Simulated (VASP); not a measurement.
# Zn: single point with r2SCAN

Zn:

```
CELL_PARAMETERS angstrom
0.00000 1.96478 1.96478
1.96478 0.00000 1.96478
1.96478 1.96478 0.00000
ATOMIC_POSITIONS crystal
Zn 0.00000 0.00000 0.00000
```

* Program: VASP 6.6.1
* Task: single point
* Functional: r2SCAN
* Potentials or basis: VASP PAW PBE potentials, release 64 (Zn)
* Cutoff: 520 eV
* k mesh: 7 × 7 × 7
* Occupations: fermi-dirac, width 0.15 eV
* Spin: no spin polarisation

* Pressure: -4.5 GPa
* Band gap on the k mesh: zero (band 6 reaches 3.98 eV, above the bottom of band 7 at 2.33 eV)

Levels at points of the mesh, in eV from the Fermi level:
| k point | band 3 | band 4 | band 5 | band 6 | band 7 | band 8 | band 9 | band 10 |
| --- | --- | --- | --- | --- | --- | --- | --- | --- |
| (0.00, 0.00, 0.00) | -7.97 | -7.97 | -7.59 | -7.59 | 19.32 | 19.32 | 19.32 | 19.67 |

It took 13 s on 1 thread of Intel(R) Xeon(R) 6975P-C (Granite Rapids), with other jobs on the host, peak memory 0.14 GiB.

Caveat: the k points lie up to 0.40 Å⁻¹ apart; the PAW data sets were made with another functional, which shifts forces and pressure a little.
